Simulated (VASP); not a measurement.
# AlRu in VASP: single point with PBE

Aim: the single point of AlRu with PBE.

Program: VASP 6.6.1. These are calculated values, not measurements. Logs are shortened: lines on timing, memory, paths and dates and some standing lists are left out, and cuts for length are marked.

### 1 The cell of the first run

The cell holds a wire or tube with vacuum around it, 12 atoms: a = 15.000 Å, b = 15.300 Å, c = 3.004 Å, α = 90.00°, β = 90.00°, γ = 90.00°.

### 2 Single point, PBE

INCAR

```
  ALGO = Normal
  EDIFF = 1E-6
  ENCUT = 520
  GGA = PE
  ISIF = 2
  ISMEAR = 0
  LASPH = T
  LCHARG = T
  LELF = T
  LREAL = F
  LVHAR = T
  LWAVE = F
  NBANDS = 63
  NELM = 100
  PREC = Accurate
  SIGMA = 0.05
```

KPOINTS

```
k-points
0
Gamma
  1 1 18
```

POSCAR

```
AlRu
1.0
   15.0000000000      0.0000000000      0.0000000000
    0.0000000000     15.3000000000      0.0000000000
    0.0000000000      0.0000000000      3.0040847247
Al Ru
6 6
Direct
    0.3998638425      0.3036545932      0.0000000000
    0.3998638425      0.5000000000      0.0000000000
    0.3998638425      0.6963454068      0.0000000000
    0.6001361575      0.3036545932      0.0000000000
    0.6001361575      0.5000000000      0.0000000000
    0.6001361575      0.6963454068      0.0000000000
    0.2997276850      0.4018272966      0.5000000000
    0.2997276850      0.5981727034      0.5000000000
    0.5000000000      0.4018272966      0.5000000000
    0.5000000000      0.5981727034      0.5000000000
    0.7002723150      0.4018272966      0.5000000000
    0.7002723150      0.5981727034      0.5000000000
```

Potentials or basis: VASP PAW PBE potentials, release 64 (Al, Ru_pv).

Started as:

```console
cat potpaw_PBE.64/Al/POTCAR potpaw_PBE.64/Ru_pv/POTCAR > POTCAR
mpirun -np 1 vasp_std > vasp.out
```

OUTCAR:

```text
EDIFF = 1E-6
   ENCUT = 520
   GGA = PE
   ISIF = 2
   ISMEAR = 0
   LASPH = T
   LREAL = F
   NELM = 100
   PREC = Accurate

 ion  position               nearest neighbor table
   1  0.400  0.304  0.000-   7 2.60   7 2.60   9 2.60   9 2.60   2 3.00   4 3.00
   2  0.400  0.500  0.000-   7 2.60   8 2.60   7 2.60   8 2.60   9 2.60  10 2.60   9 2.60  10 2.60
                             1 3.00   3 3.00   5 3.00
   3  0.400  0.696  0.000-   8 2.60   8 2.60  10 2.60  10 2.60   2 3.00   6 3.00
   4  0.600  0.304  0.000-  11 2.60  11 2.60   9 2.60   9 2.60   5 3.00   1 3.00
   5  0.600  0.500  0.000-  11 2.60  12 2.60  11 2.60  12 2.60   9 2.60  10 2.60   9 2.60  10 2.60
                             4 3.00   6 3.00   2 3.00
   6  0.600  0.696  0.000-  12 2.60  12 2.60  10 2.60  10 2.60   5 3.00   3 3.00
   7  0.300  0.402  0.500-   1 2.60   1 2.60   2 2.60   2 2.60   8 3.00   9 3.00
   8  0.300  0.598  0.500-   3 2.60   3 2.60   2 2.60   2 2.60   7 3.00  10 3.00
   9  0.500  0.402  0.500-   1 2.60   4 2.60   1 2.60   4 2.60   2 2.60   2 2.60   5 2.60   5 2.60
                            10 3.00   7 3.00  11 3.00
  10  0.500  0.598  0.500-   3 2.60   6 2.60   3 2.60   6 2.60   2 2.60   5 2.60   5 2.60   2 2.60
                             9 3.00   8 3.00  12 3.00
  11  0.700  0.402  0.500-   4 2.60   4 2.60   5 2.60   5 2.60  12 3.00   9 3.00
  12  0.700  0.598  0.500-   6 2.60   6 2.60   5 2.60   5 2.60  11 3.00  10 3.00

  LATTYP: Found a simple orthorhombic cell.
 ALAT       =     3.0040847247
 B/A-ratio  =     4.9932013823
 C/A-ratio  =     5.0930654100

  Lattice vectors:

 A1 = (   0.0000000000,   0.0000000000,   3.0040847247)
 A2 = (  15.0000000000,   0.0000000000,   0.0000000000)
 A3 = (   0.0000000000,  15.3000000000,   0.0000000000)

Analysis of symmetry for initial positions (statically):
=====================================================================
 Subroutine PRICEL returns:
 Original cell was already a primitive cell.

 Routine SETGRP: Setting up the symmetry group for a
 simple orthorhombic supercell.

 Subroutine GETGRP returns: Found  8 space group operations
 (whereof  8 operations were pure point group operations)
 out of a pool of  8 trial point group operations.

The static configuration has the point symmetry D_2h.

Analysis of symmetry for dynamics (positions and initial velocities):
=====================================================================
 Subroutine PRICEL returns:
 Original cell was already a primitive cell.

 Routine SETGRP: Setting up the symmetry group for a
 simple orthorhombic supercell.

 Subroutine GETGRP returns: Found  8 space group operations
 (whereof  8 operations were pure point group operations)
 out of a pool of  8 trial point group operations.

The dynamic configuration has the point symmetry D_2h.

 Subroutine INISYM returns: Found  8 space group operations
 (whereof  8 operations are pure point group operations),
 and found     1 'primitive' translations

----------------------------------------------------------------------------------------

                                     Primitive cell

  volume of cell :     689.4374

  direct lattice vectors                    reciprocal lattice vectors
    15.000000000  0.000000000  0.000000000     0.066666667  0.000000000  0.000000000
     0.000000000 15.300000000  0.000000000     0.000000000  0.065359477  0.000000000
     0.000000000  0.000000000  3.004084725     0.000000000  0.000000000  0.332880092

  length of vectors
    15.000000000 15.300000000  3.004084725     0.066666667  0.065359477  0.332880092

  position of ions in fractional coordinates (direct lattice)
     0.399863842  0.303654593  0.000000000
     0.399863842  0.500000000  0.000000000
     0.399863842  0.696345407  0.000000000
     0.600136158  0.303654593  0.000000000
     0.600136158  0.500000000  0.000000000
     0.600136158  0.696345407  0.000000000
     0.299727685  0.401827297  0.500000000
     0.299727685  0.598172703  0.500000000
     0.500000000  0.401827297  0.500000000
     0.500000000  0.598172703  0.500000000
     0.700272315  0.401827297  0.500000000
     0.700272315  0.598172703  0.500000000

  ion indices of the primitive-cell ions
   primitive index   ion index
                 1           1
                 2           2
                 3           3
                 4           4
                 5           5
                 6           6
                 7           7
                 8           8
                 9           9
                10          10
                11          11
                12          12

----------------------------------------------------------------------------------------

 KPOINTS: k-points

Automatic generation of k-mesh.
 Grid dimensions read from file:
 generate k-points for:    1    1   18

 Generating k-lattice:

  Cartesian coordinates                     Fractional coordinates (reciprocal lattice)
     0.066666667  0.000000000  0.000000000     1.000000000  0.000000000  0.000000000
     0.000000000  0.065359477  0.000000000     0.000000000  1.000000000  0.000000000
     0.000000000  0.000000000  0.018493338     0.000000000  0.000000000  0.055555556

  Length of vectors
     0.066666667  0.065359477  0.018493338

  Shift w.r.t. Gamma in fractional coordinates (k-lattice)
     0.000000000  0.000000000  0.000000000

 Subroutine IBZKPT returns following result:
 ===========================================

 Found     10 irreducible k-points:

 Following reciprocal coordinates:
            Coordinates               Weight
  0.000000  0.000000  0.000000      1.000000
  0.000000  0.000000  0.055556      2.000000
  0.000000  0.000000  0.111111      2.000000
  0.000000  0.000000  0.166667      2.000000
  0.000000  0.000000  0.222222      2.000000
  0.000000  0.000000  0.277778      2.000000
  0.000000  0.000000  0.333333      2.000000
  0.000000  0.000000  0.388889      2.000000
  0.000000  0.000000  0.444444      2.000000
  0.000000  0.000000  0.500000      1.000000
   k-points           NKPTS =     10   k-points in BZ     NKDIM =     10   number of bands    NBANDS=     63
   number of dos      NEDOS =    301   number of ions     NIONS =     12
   total plane-waves  NPLWV = 322560
   dimension x,y,z NGX =   112 NGY =  120 NGZ =   24
   dimension x,y,z NGXF=   224 NGYF=  240 NGZF=   48
   ions per type =               6   6
   NGX,Y,Z   is equivalent  to a cutoff of  12.41, 13.04, 13.28 a.u.
   NGXF,Y,Z  is equivalent  to a cutoff of  24.83, 26.08, 26.56 a.u.
 SYSTEM =  unknown system
   PREC   = accura    normal or accurate (medium, high low for compatibility)
   ISTART =      0    job   : 0-new  1-cont  2-samecut
   ICHARG =      2    charge: 1-file 2-atom 10-const
   ISPIN  =      1    spin polarized calculation?
   LNONCOLLINEAR =      F non collinear calculations
   LSORBIT =      F    spin-orbit coupling
   LASPH  =      T    aspherical Exc in radial PAW
   ENCUT  =  520.0 eV  38.22 Ry    6.18 a.u.  27.89 28.45  5.59*2*pi/ulx,y,z
   NELM   =    100;   NELMIN=  2; NELMDL= -5     # of ELM steps
   EDIFF  = 0.1E-05   stopping-criterion for ELM
   LREAL  =      F    real-space projection
   EDIFFG = 0.1E-04   stopping-criterion for IOM
   NSW    =      0    number of steps for IOM
   IBRION =     -1    ionic relax: 0-MD 1-quasi-New 2-CG
   NFREE  =      0    steps in history (QN), initial steepest desc. (CG)
   ISIF   =      2    stress and relaxation
   ISYM   =      2    0-nonsym 1-usesym 2-fastsym
   POTIM  = 0.5000    time-step for ionic-motion
   TEBEG  =    0.0;   TEEND  =   0.0 temperature during run
   PSTRESS=    0.0 pullay stress
   NELECT =     102.0000    total number of electrons
   NUPDOWN=      -1.0000    fix difference up-down
   EMIN   =  10.00;   EMAX   =-10.00  energy-range for DOS
   EFERMI =   0.00;   METHOD = LEGACY
   ISMEAR =     0;   SIGMA  =   0.05  broadening in eV -4-tet -1-fermi 0-gaus
   EFERMI_NEDOS =   21; number of points for ismear=-14 and -15
   IALGO  =     38    algorithm
   IMIX   =      4    mixing-type and parameters
     AMIX     =   0.40;   BMIX     =  1.00
     AMIX_MAG =   1.60;   BMIX_MAG =  1.00
  volume/ion in A,a.u.               =      57.45       387.71
  Fermi-wavevector in a.u.,A,eV,Ry     =   0.865851  1.636222 10.200265  0.749698
  Thomas-Fermi vector in A             =   1.984155
   LORBIT       =      0    0 simple, 1 ext, 2 COOP (PROOUT), +10 PAW based schemes
   GGA     = PE    functional components
   LHFCALC =     F    Hartree Fock is set to
   AEXX    =    0.0000 exact exchange contribution
   IVDW    =     0    specifies the selected vdW correction
   LEPSILON=     F    determine dielectric tensor
   LRPA    =     F    only Hartree local field effects (RPA)
 non-spin polarized calculation
 Gauss-broadening in eV      SIGMA  =   0.05
  energy-cutoff  :      520.00
  volume of cell :      689.44
 maximum number of plane-waves:     18641
 NGX is ok and might be reduce to   112
   NGX = 55   NGY = 57   NGZ = 11

 number of electron     102.0000001 magnetization

 Free energy of the ion-electron system (eV)
  ---------------------------------------------------
  ext. energy  EPLUGINS =         0.00000000
  ---------------------------------------------------
  free energy    TOTEN  =       -71.38095314 eV

  energy without entropy =      -71.36071442  energy(sigma->0) =      -71.37083378

 E-fermi :  -0.4335     XC(G=0):  -4.4504

 val. band max:       -0.4373851066   @ k =   0.0000   0.0000   0.3889
 cond. band min:      -0.4277434536   @ k =   0.0000   0.0000   0.1111
 fundamental gap:      0.0096416529
 Fermi energy:        -0.4334677574

 k-point     1 :       0.0000    0.0000    0.0000
  band No.  band energies     occupation
      1     -42.5504      2.00000
      2     -42.5394      2.00000
      3     -42.4365      2.00000
      4     -42.3508      2.00000
      5     -42.3422      2.00000
      6     -42.3388      2.00000
[... 649 lines left out ...]
     62       2.0401      0.00000
     63       2.3303      0.00000

------------------------ aborting loop because EDIFF is reached ----------------------------------------

  FORCE on cell =-STRESS in cart. coord.  units (eV):
  Direction    XX          YY          ZZ          XY          YZ          ZX
  --------------------------------------------------------------------------------------
  -------------------------------------------------------------------------------------
  Total      -10.4924634    -13.3709485    -18.3926647      0.0000000      0.0000000      0.0000000
  in kB      -24.3833392    -31.0726240    -42.7425442      0.0000000      0.0000000      0.0000000
  external PRESSURE =     -32.7328358 kB  Pullay stress =       0.0000000 kB

 VOLUME and BASIS-vectors are now :
 -----------------------------------------------------------------------------
  energy-cutoff  :      520.00
  volume of cell :      689.44
      direct lattice vectors                 reciprocal lattice vectors
    15.000000000  0.000000000  0.000000000     0.066666667  0.000000000  0.000000000
     0.000000000 15.300000000  0.000000000     0.000000000  0.065359477  0.000000000
     0.000000000  0.000000000  3.004084725     0.000000000  0.000000000  0.332880092

 POSITION                                       TOTAL-FORCE (eV/Angst)
 -----------------------------------------------------------------------------------
      5.99796      4.64592      0.00000        -0.411584      1.262317     -0.000000
      5.99796      7.65000      0.00000        -0.433712     -0.000000     -0.000000
      5.99796     10.65408      0.00000        -0.411584     -1.262317      0.000000
      9.00204      4.64592      0.00000         0.411584      1.262317      0.000000
      9.00204      7.65000      0.00000         0.433712     -0.000000     -0.000000
      9.00204     10.65408      0.00000         0.411584     -1.262317     -0.000000
      4.49592      6.14796      1.50204         1.181637      0.302131     -0.000000
      4.49592      9.15204      1.50204         1.181637     -0.302131     -0.000000
      7.50000      6.14796      1.50204         0.000000     -1.232428     -0.000000
      7.50000      9.15204      1.50204         0.000000      1.232428     -0.000000
     10.50408      6.14796      1.50204        -1.181637      0.302131      0.000000
     10.50408      9.15204      1.50204        -1.181637     -0.302131      0.000000
 -----------------------------------------------------------------------------------
    total drift:                               -0.000000     -0.000000     -0.000000

  FREE ENERGIE OF THE ION-ELECTRON SYSTEM (eV)
  ---------------------------------------------------
  free  energy   TOTEN  =       -71.3809531398 eV

  energy  without entropy=      -71.3607144158  energy(sigma->0) =      -71.37083378
```

Run time: 19 min. Hardware: 1 thread of AMD EPYC 7R43 (Zen 3), shared host; peak memory 0.76 GiB.

Results:

```yaml
Free_energy: -71.3810 eV
Largest_force: 1.328 eV/Å
Band_gap_on_the_k_mesh: zero (bands 51 and 52 overlap by 0.63 eV)
```

Forces in eV/Å, atoms in the order of the input:
```
Al  -0.412  1.262  0.000
Al  -0.434  0.000  0.000
Al  -0.412 -1.262  0.000
Al   0.412  1.262  0.000
Al   0.434  0.000  0.000
Al   0.412 -1.262  0.000
Ru   1.182  0.302  0.000
Ru   1.182 -0.302  0.000
Ru   0.000 -1.232  0.000
Ru   0.000  1.232  0.000
Ru  -1.182  0.302  0.000
Ru  -1.182 -0.302  0.000
```

Levels at points of the mesh, in eV from the Fermi level:
```csv
k point,band 47,band 48,band 49,band 50,band 51,band 52,band 53,band 54,band 55,band 56
"(0.00, 0.00, 0.00)",-0.38,-0.35,-0.33,-0.24,-0.09,0.20,0.21,0.23,0.26,0.31
"(0.00, 0.00, 0.50)",-0.03,0.13,0.23,0.32,0.44,0.86,1.03,1.10,1.17,1.28
```
